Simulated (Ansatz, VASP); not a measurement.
# One calculation of Li16H, two programs

```
Li H
1.0
     6.98000    0.00000    0.00000
     0.00000    6.98000    0.00000
     0.00000    0.00000    6.98000
Li H
16 1
Cartesian
  0.1586 -0.0295 0.0007
  3.3205 -0.0265 0.0007
  -0.1244 3.6301 -0.0008
  0.0556 0.0528 3.4908
  1.7471 1.7747 1.5893
  3.6039 3.6317 -0.0008
  3.4293 0.0501 3.4907
  5.2371 1.6898 1.6841
  -0.0899 3.3880 3.4900
  1.7422 5.0914 1.8667
  1.7472 1.7758 5.3875
  3.5747 3.3927 3.4900
  5.2350 5.3364 1.8227
  5.2372 1.6892 5.2944
  1.7422 5.0919 5.1102
  5.2350 5.3378 5.1559
  1.7387 0.8825 -0.0021
```

Alike in both runs: functional PBE; k mesh 3 × 3 × 3; occupations gaussian, width 0.1 eV; no spin polarisation.

Ansatz relaxed the structure, and its values are those at the end. VASP's run is a single point on that final structure, the one shown.

|  | VASP | Ansatz |
| --- | --- | --- |
| version | VASP 6.6.1 | Ansatz 0.2.0 |
| potentials or method | VASP PAW PBE potentials, release 64 (Li_sv, H), cutoff 520 eV | scalar-relativistic, plane waves, PAW |
| valence electrons in the cell | 49 | 49 |

Ansatz gave:

* rms of the force components (eV/Å): 0.004

Q: Estimate VASP's values.

A: rms of the force components (eV/Å): 0.005.

With one functional, cell and mesh, what is left measures potentials, basis and numerics.

Noted on VASP's run: the cutoff is short for stress, so the pressure is rough.
